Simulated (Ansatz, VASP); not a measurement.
**Two plane-wave programs on BaCd3Se4**

```
Ba Cd Se
1.0
     6.13892    0.00000    0.00000
     0.00000    6.13892    0.00000
     0.00000    0.00000    7.91803
Ba Cd Se
1 3 4
Direct
  0.50000 0.50000 0.00000
  0.00000 0.00000 0.83324
  0.00000 0.00000 0.16676
  0.00000 0.00000 0.50000
  0.17741 0.59296 0.50000
  0.82259 0.40704 0.50000
  0.40704 0.17741 0.50000
  0.59296 0.82259 0.50000
```

Alike in both runs: functional PBE; k mesh 3 × 3 × 2; occupations gaussian, width 0.15 eV; no spin polarisation.

Ansatz relaxed the structure, and its values are those at the end. VASP's run is a single point on that final structure, the one shown.

|  | VASP | Ansatz |
| --- | --- | --- |
| version | VASP 6.6.1 | Ansatz 0.2.0 |
| potentials or method | VASP PAW PBE potentials, release 64 (Ba_sv, Cd, Se), cutoff 520 eV | scalar-relativistic, plane waves, PAW |
| valence electrons in the cell | 70 | 134 |

```csv
,VASP,Ansatz,Ansatz less VASP
gap on the k mesh at the Fermi level (eV),none,none,-
pressure (GPa),0.5,0.4,-0.15
rms of the force components (eV/Å),0.020,0.016,-0.0040
```

A gap of «none» marks a metal or a gap that the smearing closes. The functional is the same, so the differences come from potentials, cutoffs and numerics. VASP's potentials hold 70 valence electrons a cell and Ansatz's 134, so a difference there can come from the potentials and not from the codes.

The k mesh is coarse, so the values compare programs but aren't converged. Neither program's run includes spin-orbit coupling.
